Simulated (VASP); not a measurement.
A run of VASP 6.6.1 is set up as follows.

File POSCAR:

```
MgO
1.0
    2.9380209000      0.0000000000      0.0000000000
   -1.4690104500      2.5444007400      0.0000000000
    0.0000000000      0.0000000000      2.6796800000
Mg O
1 1
Direct
    0.0000000000      0.0000000000      0.0000000000
    0.3333333333      0.6666666667      0.5000000000
```

INCAR.step1

```
SYSTEM = MgO
PREC = Accurate ; ENCUT = 750
ISMEAR = 0 ; SIGMA = 0.01
LREAL = .FALSE. ; LASPH = .TRUE.
NELM = 120 ; NBANDS = 15
GGA = PE ; ALGO = Normal
EDIFF = 1E-5 ; LWAVE = .TRUE.
LCHARG = .FALSE. ; GGA_COMPAT = .FALSE.
```

The input INCAR.step2:

```
SYSTEM = MgO
PREC = Accurate ; ENCUT = 750
EDIFF = 1E-6 ; ISMEAR = 0
SIGMA = 0.01 ; LREAL = .FALSE.
LASPH = .TRUE. ; NELM = 120
ALGO = Normal ; ISIF = 2
LWAVE = .FALSE. ; LCHARG = .FALSE.
METAGGA = R2SCAN ; LMIXTAU = .TRUE.
NBANDS = 15 ; ISTART = 1
GGA_COMPAT = .FALSE.
```

The input KPOINTS:

```
Automatic mesh
0
G
  12 12 8
  0 0 0
```

Potentials or basis: VASP PAW PBE potentials, release 64 (Mg_sv, O).

Run with:

```console
$ cat potpaw_PBE.64/Mg_sv/POTCAR potpaw_PBE.64/O/POTCAR > POTCAR
$ cp INCAR.step1 INCAR
$ mpirun -np 1 vasp_std > vasp.out
$ cp INCAR.step2 INCAR
$ mpirun -np 1 vasp_std > vasp.out
```

Problem. Estimate the pressure.

Solution. -5.7 GPa.

Problem. What does it give for the band gap on the k mesh?

Solution. 3.81 eV (least direct gap 4.21 eV).

Stress tensor (GPa, compression positive):
```
-5.42  0.00  0.00
 0.00 -5.42  0.00
 0.00  0.00 -6.13
```

Caveat: the cell stands under tension; the PAW data sets were made with another functional, which shifts forces and pressure a little. A k mesh can miss the band edges.
